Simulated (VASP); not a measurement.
Write the native input for VASP 6.6.1 that does the following.

| Quantity | Value |
| --- | --- |
| Task | single point |
| Functional | PBE |
| Potentials or basis | VASP PAW PBE potentials, release 64 (Hg, Te) |
| Cutoff | 520 eV |
| k mesh | 7 × 7 × 7 |
| Occupations | gaussian, width 0.011 eV |
| Spin | no spin polarisation |
| Dipole correction | no |
| Further INCAR settings | ALGO = Normal; EDIFF = 1e-07; NBANDS = 16 |

The structure of HgTe (Coloradoite) lies in POSCAR:

```
HgTe
1.0
    0.0000000000      3.2145000000      3.2145000000
    3.2145000000      0.0000000000      3.2145000000
    3.2145000000      3.2145000000      0.0000000000
Hg Te
1 1
Direct
    0.0000000000      0.0000000000      0.0000000000
    0.7500000000      0.7500000000      0.7500000000
```

These files were run (other wordings do the same):

INCAR

```
ALGO = Normal
EDIFF = 1E-7
ENCUT = 520
GGA = PE
ISIF = 2
ISMEAR = 0
LASPH = T
LCHARG = T
LELF = T
LREAL = F
LVHAR = T
LWAVE = F
NBANDS = 16
NELM = 100
PREC = Accurate
SIGMA = 0.011
```

KPOINTS

```
k-points
0
Gamma
  7 7 7
```

Potentials or basis: VASP PAW PBE potentials, release 64 (Hg, Te).

Command:

```console
$ cat potpaw_PBE.64/Hg/POTCAR potpaw_PBE.64/Te/POTCAR > POTCAR
$ mpirun -np 1 vasp_std > vasp.out
```

Results of the run:

The pressure is 4.6 GPa and the band gap on the k mesh is zero (filled and empty bands touch).

Caveat: spin-orbit coupling is left out, which moves the levels of the heavy elements.

Wall time 32 s on 1 thread of Intel(R) Xeon(R) Platinum 8375C CPU @ 2.90GHz (Ice Lake) (shared host), peak memory 0.2 GiB.
